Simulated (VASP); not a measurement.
Input of a VASP 6.6.1 run:

File INCAR:

```
SYSTEM = Cu
ALGO = Fast ; EDIFF = 1E-6
ENCUT = 520 ; GGA = PE
ISIF = 2 ; ISMEAR = 0
LASPH = .True. ; LCHARG = .True.
LELF = .True. ; LREAL = .False.
LVHAR = .True. ; LWAVE = .False.
NBANDS = 12 ; NELM = 100
PREC = Accurate ; SIGMA = 0.1
```

File KPOINTS:

```
k-points
0
Gamma
  8 8 8
  0 0 0
```

File POSCAR:

```
Cu
1.0
    0.0000000000      1.8075000000      1.8075000000
    1.8075000000      0.0000000000      1.8075000000
    1.8075000000      1.8075000000      0.0000000000
Cu
1
Direct
    0.0000000000      0.0000000000      0.0000000000
```

Potentials or basis: VASP PAW PBE potentials, release 64 (Cu).

Command:

```bash
$ cat potpaw_PBE.64/Cu/POTCAR > POTCAR
$ mpirun -np 1 vasp_std > vasp.out
```

Question: Predict the pressure.

Answer: 3.2 GPa.

Caveat: the k points lie up to 0.38 Å⁻¹ apart.
